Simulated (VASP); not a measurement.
Pt, 1 atom in the cell. It takes space group Fm-3m (No. 225, cubic). The conventional cell has a = 3.869 Å, b = 3.869 Å, c = 3.869 Å, α = 90.00°, β = 90.00°, γ = 90.00°. Pt (site symmetry m-3m) has 12 Pt at 2.74 Å within 3.6 Å. 

```yaml
Program: VASP 6.6.1
Task: single point
Functional: LDA
Potentials_or_basis: VASP PAW LDA potentials, release 64 (Pt_sv_GW)
Cutoff: 570 eV
k_mesh: 12 × 12 × 12
Occupations: fermi-dirac, width 0.05 eV
Spin: no spin polarisation
Dipole_correction: no
Further_INCAR_settings: ALGO = Normal; EDIFF = 1e-06; NBANDS = 15
```

Potentials or basis: VASP PAW LDA potentials, release 64 (Pt_sv_GW).

Launch:

```bash
$ cat potpaw_LDA.64/Pt_sv_GW/POTCAR > POTCAR
$ mpirun -np 1 vasp_std > vasp.out
```

Hardware: 1 thread of Intel(R) Xeon(R) Platinum 8259CL CPU @ 2.50GHz (Skylake/Cascade Lake), with other jobs on the host.

Q: How long does it take, and how much memory?

A: Run time: 15 s on 1 thread of Intel(R) Xeon(R) Platinum 8259CL CPU @ 2.50GHz (Skylake/Cascade Lake) (shared host), peak memory 0.14 GiB. Counts: scf iterations 11, k points 72.
